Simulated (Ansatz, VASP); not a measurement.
# Two plane-wave programs on GdO

File POSCAR:

```
GdO
1.0
    2.9944849749      0.0000000000      0.0000000000
    0.0000000000      2.9944849749      0.0000000000
    0.0000000000      0.0000000000      2.9944849749
Gd O
1 1
Direct
    0.0000000000      0.0000000000      0.0000000000
    0.5000000000      0.5000000000      0.5066789448
```

File INCAR.step1:

```
PREC = Accurate
ENCUT = 520
ISMEAR = 0
SIGMA = 0.05
LREAL = F
LASPH = T
NELM = 150
ISPIN = 2
MAGMOM = 7.86 0
LMAXMIX = 6
NBANDS = 23
GGA = PE
ALGO = Normal
EDIFF = 1E-4
LWAVE = T
LCHARG = F
```

Contents of INCAR.step2:

```
PREC = Accurate
ENCUT = 520
EDIFF = 1E-6
ISMEAR = 0
SIGMA = 0.05
LREAL = F
LASPH = T
NELM = 150
ALGO = Normal
ISIF = 2
LWAVE = F
LCHARG = F
ISPIN = 2
MAGMOM = 7.86 0
LORBIT = 11
LMAXMIX = 6
METAGGA = R2SCAN
LMIXTAU = T
NBANDS = 23
ISTART = 1
```

KPOINTS

```
Automatic mesh
0
Gamma
  12 12 12
```

Input for Ansatz:

```yaml
crystal:
  lattice:
    - [2.9944849749, 0.0, 0.0]
    - [0.0, 2.9944849749, 0.0]
    - [0.0, 0.0, 2.9944849749]
  atoms:
    - { symbol: Gd, position: [0.0, 0.0, 0.0], spin: 7.86 }
    - { symbol: O, position: [0.5, 0.5, 0.5066789448] }
basis:
  ecutwfc: 500
  ecutrho_ratio: 4
kpoints:
  mp_grid: { grid: [12, 12, 12] }
hamiltonian:
  xc: r2scan
scf:
  occupations: { method: gaussian, width: 0.05 }
output:
  forces: true
  stress: true
  eigenvalues: true
  populations: true
  write_density: true
  write_potential: true
  elf: true
  volumetric_format: npy
magnetization:
  spin_polarized: true
checkpoint:
  read: start.run
  write: ck
  compress: false
  write_wavefunctions: false
  write_every: 100000
```

Alike in both runs: task single point; functional r2SCAN; k mesh 12 × 12 × 12; occupations gaussian, width 0.05 eV; collinear spin.

|  | VASP | Ansatz |
| --- | --- | --- |
| version | VASP 6.6.1 | Ansatz 0.2.0 |
| potentials or method | VASP PAW PBE potentials, release 64 (Gd, O), cutoff 520 eV | scalar-relativistic, plane waves, PAW |
| valence electrons in the cell | 24 | 24 |

```csv
,VASP,Ansatz,Ansatz less VASP
gap on the k mesh at the Fermi level (eV),none,none,-
pressure (GPa),-0.1,-0.1,+0.01
rms of the force components (eV/Å),0.038,0.038,-0.0004
net moment per atom (μB),3.72,3.73,+0.004
size of the moment on the site where the two differ most (μB),7.01,7.14,+0.133
```

VASP's potentials were made for PBE, not for r2SCAN. Site moments also hang on the region over which each program counts them. Atom by atom the forces differ by 0.000 eV/Å (rms over components). A gap of «none» marks a metal or a gap that the smearing closes. Ansatz's warnings: stability check not made.

Spin-orbit coupling is off throughout.
